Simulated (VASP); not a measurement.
Set up this calculation in VASP 6.6.1, as the native input.

| Property | Result |
| --- | --- |
| Task | single point |
| Functional | PBE |
| Potentials or basis | VASP PAW PBE potentials, release 64 (C, Si) |
| Cutoff | 600 eV |
| k mesh | 6 × 6 × 6 |
| Occupations | gaussian, width 0.05 eV |
| Spin | no spin polarisation |
| Dipole correction | no |
| Further INCAR settings | ALGO = Normal; EDIFF = 1e-06; NBANDS = 11 |

The structure of SiC lies in POSCAR:

```
SiC
1.0
    0.0000000000      2.2928561845      2.2928561845
    2.2928561845      0.0000000000      2.2928561845
    2.2928561845      2.2928561845      0.0000000000
C Si
1 1
Direct
    0.0000000000      0.0000000000      0.0000000000
    0.2500000000      0.2500000000      0.2500000000
```

These files were run (other wordings do the same):

INCAR

```
SYSTEM = SiC
  ALGO = Normal
  EDIFF = 1E-6
  ENCUT = 600
  GGA = PE
  GGA_COMPAT = .FALSE.
  ISIF = 2
  ISMEAR = 0
  LASPH = .TRUE.
  LCHARG = .FALSE.
  LREAL = .FALSE.
  LWAVE = .FALSE.
  NBANDS = 11
  NELM = 120
  PREC = Accurate
  SIGMA = 0.05
```

KPOINTS

```
k-points
0
G
  6 6 6
  0 0 0
```

Potentials or basis: VASP PAW PBE potentials, release 64 (C, Si).

Command:

```bash
$ cat potpaw_PBE.64/C/POTCAR potpaw_PBE.64/Si/POTCAR > POTCAR
$ mpirun -np 1 vasp_std > vasp.out
```

Results of the run:

| Quantity | Value |
| --- | --- |
| Pressure | -22.3 GPa |
| Band gap on the k mesh | 1.48 eV, indirect (least direct gap 4.36 eV) |

Wall time 4.4 s on 1 thread of Intel(R) Xeon(R) 6975P-C (Granite Rapids), with other jobs on the host, peak memory 0.14 GiB.
